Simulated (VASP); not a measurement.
# P (P6_3/mmc) in VASP: a series of runs

Runs on P. Level: r2SCAN. Tasks: single point.

Everything below comes from runs of VASP 6.6.1. Logs are shortened: lines on timing, memory, paths and dates and some standing lists are left out, and cuts for length are marked.

## Step 1: The cell of the first run

Symmetry: P6_3/mmc, No. 194, hexagonal system. The conventional cell has a = 3.308 Å, b = 3.308 Å, c = 3.235 Å, α = 90.00°, β = 90.00°, γ = 120.00°. Within 3.3 Å of P (site symmetry -6m2) lie 8 P at 2.50 to 3.24 Å.

## Step 2: Single point, r2SCAN

The input, POSCAR:

```
P
1.0
    3.3084384766      0.0000000000      0.0000000000
   -1.6542192383      2.8651917676      0.0000000000
    0.0000000000      0.0000000000      3.2353219696
P
2
Direct
    0.3333333333      0.6666666667      0.2500000000
    0.6666666667      0.3333333333      0.7500000000
```

The input, INCAR.step1:

```
SYSTEM = P
PREC = Accurate
ENCUT = 520
ISMEAR = 0
SIGMA = 0.1
LREAL = .FALSE.
LASPH = .TRUE.
NELM = 60
NBANDS = 12
GGA = PE
ALGO = Normal
EDIFF = 1E-4
LWAVE = .TRUE.
LCHARG = .FALSE.
```

The input, INCAR.step2:

```
SYSTEM = P
PREC = Accurate
ENCUT = 520
EDIFF = 1E-6
ISMEAR = 0
SIGMA = 0.1
LREAL = .FALSE.
LASPH = .TRUE.
NELM = 60
ALGO = Normal
ISIF = 2
LWAVE = .FALSE.
LCHARG = .TRUE.
METAGGA = R2SCAN
LMIXTAU = .TRUE.
LELF = .TRUE.
LVHAR = .TRUE.
NBANDS = 12
ISTART = 1
```

The input, KPOINTS:

```
Automatic mesh
0
G
  9 9 4
  0 0 0
```

Potentials or basis: VASP PAW PBE potentials, release 64 (P).

Started as:

```console
$ cat potpaw_PBE.64/P/POTCAR > POTCAR
$ cp INCAR.step1 INCAR
$ mpirun -np 1 vasp_std > vasp.out
$ cp INCAR.step2 INCAR
$ mpirun -np 1 vasp_std > vasp.out
```

OUTCAR:

```text
SYSTEM = P
   PREC = Accurate
   ENCUT = 520
   EDIFF = 1E-6
   ISMEAR = 0
   LREAL = .FALSE.
   LASPH = .TRUE.
   NELM = 60
   ISIF = 2
   METAGGA = R2SCAN
   ISTART = 1

 ion  position               nearest neighbor table
   1  0.333  0.667  0.250-   2 2.50   2 2.50   2 2.50   2 2.50   2 2.50   2 2.50
   2  0.667  0.333  0.750-   1 2.50   1 2.50   1 2.50   1 2.50   1 2.50   1 2.50

  LATTYP: Found a hexagonal cell.
 ALAT       =     3.3084384766
 C/A-ratio  =     0.9778999950

  Lattice vectors:

 A1 = (   3.3084384766,   0.0000000000,   0.0000000000)
 A2 = (  -1.6542192383,   2.8651917676,   0.0000000000)
 A3 = (   0.0000000000,   0.0000000000,   3.2353219696)

Analysis of symmetry for initial positions (statically):
=====================================================================
 Subroutine PRICEL returns:
 Original cell was already a primitive cell.

 Routine SETGRP: Setting up the symmetry group for a
 hexagonal supercell.

 Subroutine GETGRP returns: Found 24 space group operations
 (whereof 12 operations were pure point group operations)
 out of a pool of 24 trial point group operations.

The static configuration has the point symmetry D_3d.
 The point group associated with its full space group is D_6h.

Analysis of symmetry for dynamics (positions and initial velocities):
=====================================================================
 Subroutine PRICEL returns:
 Original cell was already a primitive cell.

 Routine SETGRP: Setting up the symmetry group for a
 hexagonal supercell.

 Subroutine GETGRP returns: Found 24 space group operations
 (whereof 12 operations were pure point group operations)
 out of a pool of 24 trial point group operations.

The dynamic configuration has the point symmetry D_3d.
 The point group associated with its full space group is D_6h.

 Subroutine INISYM returns: Found 24 space group operations
 (whereof 12 operations are pure point group operations),
 and found     1 'primitive' translations

----------------------------------------------------------------------------------------

                                     Primitive cell

  volume of cell :      30.6686

  direct lattice vectors                    reciprocal lattice vectors
     3.308438477  0.000000000  0.000000000     0.302257396  0.174508389  0.000000000
    -1.654219238  2.865191768  0.000000000     0.000000000  0.349016778  0.000000000
     0.000000000  0.000000000  3.235321970     0.000000000  0.000000000  0.309088248

  length of vectors
     3.308438477  3.308438477  3.235321970     0.349016778  0.349016778  0.309088248
[... 87 lines left out ...]
   ISIF   =      2    stress and relaxation
   ISYM   =      2    0-nonsym 1-usesym 2-fastsym
   POTIM  = 0.5000    time-step for ionic-motion
   TEBEG  =    0.0;   TEEND  =   0.0 temperature during run
   PSTRESS=    0.0 pullay stress
   NELECT =      10.0000    total number of electrons
   NUPDOWN=      -1.0000    fix difference up-down
   EMIN   =  10.00;   EMAX   =-10.00  energy-range for DOS
   EFERMI =   0.00;   METHOD = LEGACY
   ISMEAR =     0;   SIGMA  =   0.10  broadening in eV -4-tet -1-fermi 0-gaus
   EFERMI_NEDOS =   21; number of points for ismear=-14 and -15
   IALGO  =     38    algorithm
   IMIX   =      4    mixing-type and parameters
     AMIX     =   0.40;   BMIX     =  1.00
     AMIX_MAG =   1.60;   BMIX_MAG =  1.00
  volume/ion in A,a.u.               =      15.33       103.48
  Fermi-wavevector in a.u.,A,eV,Ry     =   1.126791  2.129326 17.274748  1.269658
  Thomas-Fermi vector in A             =   2.263474
   LORBIT       =      0    0 simple, 1 ext, 2 COOP (PROOUT), +10 PAW based schemes
   METAGGA = R2SCAN    functional components
   LHFCALC =     F    Hartree Fock is set to
   AEXX    =    0.0000 exact exchange contribution
   IVDW    =     0    specifies the selected vdW correction
   LEPSILON=     F    determine dielectric tensor
   LRPA    =     F    only Hartree local field effects (RPA)
 non-spin polarized calculation
 Gauss-broadening in eV      SIGMA  =   0.10
  energy-cutoff  :      520.00
  volume of cell :       30.67
 maximum number of plane-waves:       846
 NGX is ok and might be reduce to    28
   NGX = 13   NGY = 13   NGZ = 13

 number of electron       9.9999998 magnetization

 Free energy of the ion-electron system (eV)
  ---------------------------------------------------
  ext. energy  EPLUGINS =         0.00000000
  ---------------------------------------------------
  free energy    TOTEN  =       -16.99880120 eV

  energy without entropy =      -16.99596506  energy(sigma->0) =      -16.99738313

 E-fermi :   8.9435     XC(G=0): -11.6378

 val. band max:        8.9400548261   @ k =   0.2222   0.0000   0.5000
 cond. band min:       8.9942504224   @ k =   0.3333   0.3333   0.0000
 fundamental gap:      0.0541955963
 Fermi energy:         8.9435285799

 k-point     1 :       0.0000    0.0000    0.0000
  band No.  band energies     occupation
      1      -7.9462      2.00000
      2       4.8275      2.00000
      3       5.5320      2.00000
      4       7.0564      2.00000
      5       7.0564      2.00000
      6      11.3203      0.00000
      7      11.3203      0.00000
      8      12.2779      0.00000
      9      17.4572      0.00000
     10      18.4952      0.00000
     11      21.1038      0.00000
     12      21.1038      0.00000
[... 331 lines left out ...]
 k-point    24 :       0.3333    0.3333    0.2500
  band No.  band energies     occupation
      1      -2.4448      2.00000
      2      -2.4448      2.00000
      3       2.3341      2.00000
      4       4.7323      2.00000
      5       4.7323      2.00000
      6       9.1658      0.00167
      7      15.1325      0.00000
      8      15.1325      0.00000
      9      17.7317      0.00000
     10      20.5071      0.00000
     11      20.5071      0.00000
     12      22.1293      0.00000

 [... further k-points ...]
[... 5 lines left out ...]
  --------------------------------------------------------------------------------------
  -------------------------------------------------------------------------------------
  Total       -0.0392078     -0.0392078     -0.1018650      0.0000000      0.0000000      0.0000000
  in kB       -2.0482762     -2.0482762     -5.3215887      0.0000000      0.0000000      0.0000000
  external PRESSURE =      -3.1393804 kB  Pullay stress =       0.0000000 kB

 VOLUME and BASIS-vectors are now :
 -----------------------------------------------------------------------------
  energy-cutoff  :      520.00
  volume of cell :       30.67
      direct lattice vectors                 reciprocal lattice vectors
     3.308438477  0.000000000  0.000000000     0.302257396  0.174508389  0.000000000
    -1.654219238  2.865191768  0.000000000     0.000000000  0.349016778  0.000000000
     0.000000000  0.000000000  3.235321970     0.000000000  0.000000000  0.309088248

 POSITION                                       TOTAL-FORCE (eV/Angst)
 -----------------------------------------------------------------------------------
     -0.00000      1.91013      0.80883        -0.000000      0.000000      0.000000
      1.65422      0.95506      2.42649         0.000000     -0.000000      0.000000
 -----------------------------------------------------------------------------------
    total drift:                               -0.000000      0.000000      0.000000

  FREE ENERGIE OF THE ION-ELECTRON SYSTEM (eV)
  ---------------------------------------------------
  free  energy   TOTEN  =       -16.9988012031 eV

  energy  without entropy=      -16.9959650622  energy(sigma->0) =      -16.99738313
```

Wall time 40 s (1 thread of Intel Xeon Platinum 8488C (Sapphire Rapids), shared host); peak memory 0.15 GiB.

Results:

```
Free energy            : -16.9988 eV
Pressure               : -0.3 GPa
Band gap on the k mesh : zero (band 5 reaches 10.34 eV, above the bottom of band 6 at 4.92 eV)
```

Caveat: the k points lie up to 0.49 Å⁻¹ apart; the PAW data sets were made with another functional, which shifts forces and pressure a little.

## Step 3: Single point, r2SCAN

This run uses another cell than the first one, of 30.02 Å³/atom, 1.957 times its volume.

The input, POSCAR:

```
P
1.0
    3.4954760324      0.0000000000      0.0000000000
   -1.7477380162      3.0271710424      0.0000000000
    0.0000000000      0.0000000000      5.6733427193
P
2
Direct
    0.3333333333      0.6666666667      0.2500000000
    0.6666666667      0.3333333333      0.7500000000
```

The input, INCAR.step1:

```
ALGO = Normal
EDIFF = 1E-4
ENCUT = 520
GGA = PE
ISMEAR = 0
LASPH = T
LCHARG = F
LREAL = F
LWAVE = T
NBANDS = 12
NELM = 80
PREC = Accurate
SIGMA = 0.1
```

The input, INCAR.step2:

```
ALGO = Normal
EDIFF = 1E-6
ENCUT = 520
ISIF = 2
ISMEAR = 0
ISTART = 1
LASPH = T
LCHARG = F
LMIXTAU = T
LREAL = F
LWAVE = F
METAGGA = R2SCAN
NBANDS = 12
NELM = 80
PREC = Accurate
SIGMA = 0.1
```

The input, KPOINTS:

```
k-points
0
Gamma
  6 6 4
```

Potentials or basis: VASP PAW PBE potentials, release 64 (P).

Started as:

```console
$ cat potpaw_PBE.64/P/POTCAR > POTCAR
$ cp INCAR.step1 INCAR
$ mpirun -np 1 vasp_std > vasp.out
$ cp INCAR.step2 INCAR
$ mpirun -np 1 vasp_std > vasp.out
```

Run time: 54 s. Hardware: 1 thread of Intel Xeon Platinum 8488C (Sapphire Rapids), shared host; peak memory 0.17 GiB.

The run converged. Its results:

```
Free energy            : -13.0403 eV
Pressure               : -16.5 GPa
Band gap on the k mesh : zero (band 5 reaches 3.85 eV, above the bottom of band 6 at 0.02 eV)
```

Stress tensor (GPa, compression positive):
```
-17.01   0.00   0.00
  0.00 -17.01   0.00
  0.00   0.00 -15.59
```

Levels at points of the mesh, in eV from the Fermi level:
| k point | band 3 | band 4 | band 5 | band 6 | band 7 | band 8 |
| --- | --- | --- | --- | --- | --- | --- |
| (0.00, 0.00, 0.00) | -3.70 | 1.59 | 1.59 | 2.34 | 2.34 | 2.43 |
| (0.50, 0.00, 0.00) | -3.17 | -2.12 | -1.34 | 0.11 | 0.30 | 1.64 |
| (0.00, 0.00, 0.50) | -0.88 | -0.88 | 1.96 | 1.96 | 1.96 | 1.96 |
| (0.50, 0.00, 0.50) | -3.40 | -3.40 | 0.75 | 0.75 | 0.77 | 0.77 |

Caveat: the PAW data sets were made with another functional, which shifts forces and pressure a little.
